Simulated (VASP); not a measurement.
AlN, 4 atoms in the cell. Symmetry: P6_3mc, No. 186, hexagonal system. Conventional cell: a = 3.065 Å, b = 3.065 Å, c = 4.911 Å, α = 90.00°, β = 90.00°, γ = 120.00°. Al (site symmetry 3m) has 4 N at 1.86 to 1.87 Å within 2.5 Å. Within 2.5 Å of N (site symmetry 3m) lie 4 Al at 1.86 to 1.87 Å. 

| Item | Value |
| --- | --- |
| Program | VASP 6.6.1 |
| Task | relaxation of the atoms |
| Functional | r2SCAN |
| Potentials or basis | VASP PAW PBE potentials, release 64 (Al, N) |
| Cutoff | 520 eV |
| k mesh | 12 × 12 × 6 |
| Occupations | fermi-dirac, width 0.02 eV |
| Spin | no spin polarisation |
| Dipole correction | no |
| Further INCAR settings | ALGO = Normal; EDIFF = 1e-06; IBRION = 2; EDIFFG = -0.01; NSW = 50 |

Potentials or basis: VASP PAW PBE potentials, release 64 (Al, N).

The run is started by

```sh
$ cat potpaw_PBE.64/Al/POTCAR potpaw_PBE.64/N/POTCAR > POTCAR
$ cp INCAR.step1 INCAR
$ mpirun -np 1 vasp_std > vasp.out
$ cp INCAR.step2 INCAR
$ mpirun -np 1 vasp_std > vasp.out
```

Hardware: 1 thread of Intel Xeon 8259CL (shared host).

Question: How long does it take, and how much memory?

Answer: Run time: 97 s on 1 thread of Intel Xeon 8259CL (shared host), peak memory 0.18 GiB. Counts: k points 76, ion steps 2.
